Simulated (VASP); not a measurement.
# CsPbBr3 (Pm-3m) in VASP: notebook

The runs below take CsPbBr3 through single point, with PBEsol.

Program: VASP 6.6.1. These are calculated values, not measurements. Logs are shortened: lines on timing, memory, paths and dates and some standing lists are left out, and cuts for length are marked.

## Step 1: The cell of the first run

The structure is cubic, space group Pm-3m (No. 221). Conventional cell: a = 5.657 Å, b = 5.657 Å, c = 5.657 Å, α = 90.00°, β = 90.00°, γ = 90.00°. Pb (site symmetry m-3m) has 6 Br at 2.83 Å within 3.7 Å. Cs (site symmetry m-3m) has 12 Br at 4.00 Å and 8 Pb at 4.90 Å within 5.3 Å. Br (site symmetry 4/mmm) has 2 Pb at 2.83 Å within 3.7 Å.

## Step 2: Single point, PBEsol

INCAR

```
  ALGO = Normal
  EDIFF = 1E-6
  ENCUT = 500
  GGA = PS
  GGA_COMPAT = F
  ISIF = 2
  ISMEAR = 1
  LASPH = T
  LCHARG = F
  LREAL = F
  LWAVE = F
  NBANDS = 30
  NELM = 120
  PREC = Accurate
  SIGMA = 0.0617
```

KPOINTS

```
k-points
0
Gamma
  3 3 3
```

POSCAR

```
CsPbBr3
1.0
    5.6570940000      0.0000000000      0.0000000000
    0.0000000000      5.6570940000      0.0000000000
    0.0000000000      0.0000000000      5.6570940000
Pb Cs Br
1 1 3
Direct
    0.5000000000      0.5000000000      0.5000000000
    0.0000000000      0.0000000000      0.0000000000
    0.0000000000      0.5000000000      0.5000000000
    0.5000000000      0.0000000000      0.5000000000
    0.5000000000      0.5000000000      0.0000000000
```

Potentials or basis: VASP PAW PBE potentials, release 64 (Pb_d, Cs_sv, Br).

Launch:

```sh
$ cat potpaw_PBE.64/Pb_d/POTCAR potpaw_PBE.64/Cs_sv/POTCAR potpaw_PBE.64/Br/POTCAR > POTCAR
$ mpirun -np 1 vasp_std > vasp.out
```

OUTCAR:

```text
EDIFF = 1E-6
   ENCUT = 500
   GGA = PS
   ISIF = 2
   ISMEAR = 1
   LASPH = T
   LREAL = F
   NELM = 120
   PREC = Accurate

 ion  position               nearest neighbor table
   1  0.500  0.500  0.500-   3 2.83   4 2.83   5 2.83   5 2.83   4 2.83   3 2.83
   2  0.000  0.000  0.000-
   3  0.000  0.500  0.500-   1 2.83   1 2.83
   4  0.500  0.000  0.500-   1 2.83   1 2.83
   5  0.500  0.500  0.000-   1 2.83   1 2.83

  LATTYP: Found a simple cubic cell.
 ALAT       =     5.6570940000

  Lattice vectors:

 A1 = (   5.6570940000,   0.0000000000,   0.0000000000)
 A2 = (   0.0000000000,   5.6570940000,   0.0000000000)
 A3 = (   0.0000000000,   0.0000000000,   5.6570940000)

Analysis of symmetry for initial positions (statically):
=====================================================================
 Subroutine PRICEL returns:
 Original cell was already a primitive cell.

 Routine SETGRP: Setting up the symmetry group for a
 simple cubic supercell.

 Subroutine GETGRP returns: Found 48 space group operations
 (whereof 48 operations were pure point group operations)
 out of a pool of 48 trial point group operations.

The static configuration has the point symmetry O_h .

Analysis of symmetry for dynamics (positions and initial velocities):
=====================================================================
 Subroutine PRICEL returns:
 Original cell was already a primitive cell.

 Routine SETGRP: Setting up the symmetry group for a
 simple cubic supercell.

 Subroutine GETGRP returns: Found 48 space group operations
 (whereof 48 operations were pure point group operations)
 out of a pool of 48 trial point group operations.

The dynamic configuration has the point symmetry O_h .

 Subroutine INISYM returns: Found 48 space group operations
 (whereof 48 operations are pure point group operations),
 and found     1 'primitive' translations

----------------------------------------------------------------------------------------

                                     Primitive cell

  volume of cell :     181.0424

  direct lattice vectors                    reciprocal lattice vectors
     5.657094000  0.000000000  0.000000000     0.176769203  0.000000000  0.000000000
     0.000000000  5.657094000  0.000000000     0.000000000  0.176769203  0.000000000
     0.000000000  0.000000000  5.657094000     0.000000000  0.000000000  0.176769203

  length of vectors
     5.657094000  5.657094000  5.657094000     0.176769203  0.176769203  0.176769203

  position of ions in fractional coordinates (direct lattice)
     0.500000000  0.500000000  0.500000000
     0.000000000  0.000000000  0.000000000
     0.000000000  0.500000000  0.500000000
     0.500000000  0.000000000  0.500000000
     0.500000000  0.500000000  0.000000000

  ion indices of the primitive-cell ions
   primitive index   ion index
                 1           1
                 2           2
                 3           3
                 4           4
                 5           5

----------------------------------------------------------------------------------------

 KPOINTS: k-points

Automatic generation of k-mesh.
 Grid dimensions read from file:
 generate k-points for:    3    3    3

 Generating k-lattice:

  Cartesian coordinates                     Fractional coordinates (reciprocal lattice)
     0.058923068  0.000000000  0.000000000     0.333333333  0.000000000  0.000000000
     0.000000000  0.058923068  0.000000000     0.000000000  0.333333333  0.000000000
     0.000000000  0.000000000  0.058923068     0.000000000  0.000000000  0.333333333

  Length of vectors
     0.058923068  0.058923068  0.058923068

  Shift w.r.t. Gamma in fractional coordinates (k-lattice)
     0.000000000  0.000000000  0.000000000

 Subroutine IBZKPT returns following result:
 ===========================================

 Found      4 irreducible k-points:

 Following reciprocal coordinates:
            Coordinates               Weight
  0.000000  0.000000  0.000000      1.000000
  0.333333  0.000000  0.000000      6.000000
  0.333333  0.333333  0.000000     12.000000
  0.333333  0.333333  0.333333      8.000000
   k-points           NKPTS =      4   k-points in BZ     NKDIM =      4   number of bands    NBANDS=     30
   number of dos      NEDOS =    301   number of ions     NIONS =      5
   total plane-waves  NPLWV =  74088
   dimension x,y,z NGX =    42 NGY =   42 NGZ =   42
   dimension x,y,z NGXF=    84 NGYF=   84 NGZF=   84
   ions per type =               1   1   3
   NGX,Y,Z   is equivalent  to a cutoff of  12.34, 12.34, 12.34 a.u.
   NGXF,Y,Z  is equivalent  to a cutoff of  24.69, 24.69, 24.69 a.u.
 SYSTEM =  unknown system
   PREC   = accura    normal or accurate (medium, high low for compatibility)
   ISTART =      0    job   : 0-new  1-cont  2-samecut
   ICHARG =      2    charge: 1-file 2-atom 10-const
   ISPIN  =      1    spin polarized calculation?
   LNONCOLLINEAR =      F non collinear calculations
   LSORBIT =      F    spin-orbit coupling
   LASPH  =      T    aspherical Exc in radial PAW
   ENCUT  =  500.0 eV  36.75 Ry    6.06 a.u.  10.31 10.31 10.31*2*pi/ulx,y,z
   NELM   =    120;   NELMIN=  2; NELMDL= -5     # of ELM steps
   EDIFF  = 0.1E-05   stopping-criterion for ELM
   LREAL  =      F    real-space projection
   EDIFFG = 0.1E-04   stopping-criterion for IOM
   NSW    =      0    number of steps for IOM
   IBRION =     -1    ionic relax: 0-MD 1-quasi-New 2-CG
   NFREE  =      0    steps in history (QN), initial steepest desc. (CG)
   ISIF   =      2    stress and relaxation
   ISYM   =      2    0-nonsym 1-usesym 2-fastsym
   POTIM  = 0.5000    time-step for ionic-motion
   TEBEG  =    0.0;   TEEND  =   0.0 temperature during run
   PSTRESS=    0.0 pullay stress
   NELECT =      44.0000    total number of electrons
   NUPDOWN=      -1.0000    fix difference up-down
   EMIN   =  10.00;   EMAX   =-10.00  energy-range for DOS
   EFERMI =   0.00;   METHOD = LEGACY
   ISMEAR =     1;   SIGMA  =   0.06  broadening in eV -4-tet -1-fermi 0-gaus
   EFERMI_NEDOS =   21; number of points for ismear=-14 and -15
   IALGO  =     38    algorithm
   IMIX   =      4    mixing-type and parameters
     AMIX     =   0.40;   BMIX     =  1.00
     AMIX_MAG =   1.60;   BMIX_MAG =  1.00
  volume/ion in A,a.u.               =      36.21       244.35
  Fermi-wavevector in a.u.,A,eV,Ry     =   1.021643  1.930625 14.201130  1.043754
  Thomas-Fermi vector in A             =   2.155278
   LORBIT       =      0    0 simple, 1 ext, 2 COOP (PROOUT), +10 PAW based schemes
   GGA     = PS    functional components
   LHFCALC =     F    Hartree Fock is set to
   AEXX    =    0.0000 exact exchange contribution
   IVDW    =     0    specifies the selected vdW correction
   LEPSILON=     F    determine dielectric tensor
   LRPA    =     F    only Hartree local field effects (RPA)
 non-spin polarized calculation
 Methfessel and Paxton  Order N= 1 SIGMA  =   0.06
  energy-cutoff  :      500.00
  volume of cell :      181.04
 maximum number of plane-waves:      4625
 NGX is ok and might be reduce to    42
   NGX = 21   NGY = 21   NGZ = 21

 number of electron      44.0000003 magnetization

 Free energy of the ion-electron system (eV)
  ---------------------------------------------------
  ext. energy  EPLUGINS =         0.00000000
  ---------------------------------------------------
  free energy    TOTEN  =       -16.80019236 eV

  energy without entropy =      -16.80125231  energy(sigma->0) =      -16.80054568

 E-fermi :   0.9756     XC(G=0):  -8.3127

 val. band max:        0.9236098348   @ k =   0.3333   0.3333   0.3333
 cond. band min:       4.8591102562   @ k =   0.0000   0.0000   0.0000
 fundamental gap:      3.9355004214
 Fermi energy:         0.9755539676

 k-point     1 :       0.0000    0.0000    0.0000
  band No.  band energies     occupation
      1     -19.4365      2.00000
      2     -14.7904      2.00000
      3     -14.7904      2.00000
      4     -14.4611      2.00000
      5     -14.4611      2.00000
      6     -14.4611      2.00000
[... 22 lines left out ...]
     29       8.8054      0.00000
     30       8.8054      0.00000

 k-point     2 :       0.3333    0.0000    0.0000
  band No.  band energies     occupation
      1     -19.4348      2.00000
      2     -14.7901      2.00000
      3     -14.6986      2.00000
      4     -14.4627      2.00000
      5     -14.4627      2.00000
      6     -14.4610      2.00000
[... 22 lines left out ...]
     29       7.3748      0.00000
     30       8.4924      0.00000

 k-point     3 :       0.3333    0.3333    0.0000
  band No.  band energies     occupation
      1     -19.4333      2.00000
      2     -14.7482      2.00000
      3     -14.6360      2.00000
      4     -14.4642      2.00000
      5     -14.4626      2.00000
      6     -14.4626      2.00000
[... 22 lines left out ...]
     29       7.7119      0.00000
     30       7.9314      0.00000

 k-point     4 :       0.3333    0.3333    0.3333
  band No.  band energies     occupation
      1     -19.4320      2.00000
      2     -14.6358      2.00000
      3     -14.6358      2.00000
      4     -14.4643      2.00000
      5     -14.4643      2.00000
      6     -14.4642      2.00000
[... 22 lines left out ...]
     29       7.7857      0.00000
     30       8.1820      0.00000

------------------------ aborting loop because EDIFF is reached ----------------------------------------

  FORCE on cell =-STRESS in cart. coord.  units (eV):
  Direction    XX          YY          ZZ          XY          YZ          ZX
  --------------------------------------------------------------------------------------
  -------------------------------------------------------------------------------------
  Total        2.9926071      2.9926071      2.9926071      0.0000000      0.0000000     -0.0000000
  in kB       26.4837879     26.4837879     26.4837879      0.0000000      0.0000000     -0.0000000
  external PRESSURE =      26.4837879 kB  Pullay stress =       0.0000000 kB

 VOLUME and BASIS-vectors are now :
 -----------------------------------------------------------------------------
  energy-cutoff  :      500.00
  volume of cell :      181.04
      direct lattice vectors                 reciprocal lattice vectors
     5.657094000  0.000000000  0.000000000     0.176769203  0.000000000  0.000000000
     0.000000000  5.657094000  0.000000000     0.000000000  0.176769203  0.000000000
     0.000000000  0.000000000  5.657094000     0.000000000  0.000000000  0.176769203

 POSITION                                       TOTAL-FORCE (eV/Angst)
 -----------------------------------------------------------------------------------
      2.82855      2.82855      2.82855         0.000000      0.000000      0.000000
      0.00000      0.00000      0.00000         0.000000      0.000000      0.000000
      0.00000      2.82855      2.82855         0.000000      0.000000      0.000000
      2.82855      0.00000      2.82855         0.000000      0.000000      0.000000
      2.82855      2.82855      0.00000         0.000000      0.000000      0.000000
 -----------------------------------------------------------------------------------
    total drift:                                0.000000     -0.000000     -0.000000

  FREE ENERGIE OF THE ION-ELECTRON SYSTEM (eV)
  ---------------------------------------------------
  free  energy   TOTEN  =       -16.8001923628 eV

  energy  without entropy=      -16.8012523058  energy(sigma->0) =      -16.80054568
```

Run time: 56 s. Hardware: 1 thread of AMD EPYC 7R13, shared host; peak memory 0.22 GiB.

Results:

```
Free energy            : -16.8002 eV
Pressure               : 2.6 GPa
Band gap on the k mesh : 3.94 eV, indirect (least direct gap 3.96 eV)
```

Caveat: the PAW data sets were made with another functional, which shifts forces and pressure a little; spin-orbit coupling is left out, which moves the levels of the heavy elements. PBEsol gaps usually lie below the measured ones, often by a third to a half.

## Step 3: Single point, PBEsol

INCAR

```
SYSTEM = CsPbBr3
  PREC = Accurate
  ENCUT = 500
  EDIFF = 1E-6
  ISMEAR = 1
  SIGMA = 0.0617
  LREAL = .False.
  LASPH = .True.
  NELM = 120
  ALGO = Normal
  ISIF = 2
  LWAVE = .False.
  LCHARG = .False.
  GGA = PS
  NBANDS = 30
  GGA_COMPAT = .False.
```

KPOINTS

```
Automatic mesh
0
Gamma
  3 3 3
  0.5 0.5 0.5
```

POSCAR is that of step 2.

Potentials or basis: VASP PAW PBE potentials, release 64 (Pb_d, Cs_sv, Br).

Launch:

```sh
$ cat potpaw_PBE.64/Pb_d/POTCAR potpaw_PBE.64/Cs_sv/POTCAR potpaw_PBE.64/Br/POTCAR > POTCAR
$ mpirun -np 1 vasp_std > vasp.out
```

Run time: 51 s. Hardware: 1 thread of AMD EPYC 7R13, shared host; peak memory 0.22 GiB.

It converged, with:

* Free energy: -16.4160 eV
* Pressure: 3.7 GPa
* Band gap on the k mesh: 0.87 eV, direct

Levels at points of the mesh, in eV from the valence-band top:
| k point | band 20 | band 21 | band 22 | band 23 | band 24 | band 25 |
| --- | --- | --- | --- | --- | --- | --- |
| (0.50, 0.50, 0.50) | -2.42 | -2.42 | 0.00 | 0.87 | 0.87 | 0.87 |

Caveat: the PAW data sets were made with another functional, which shifts forces and pressure a little; spin-orbit coupling is left out, which moves the levels of the heavy elements.
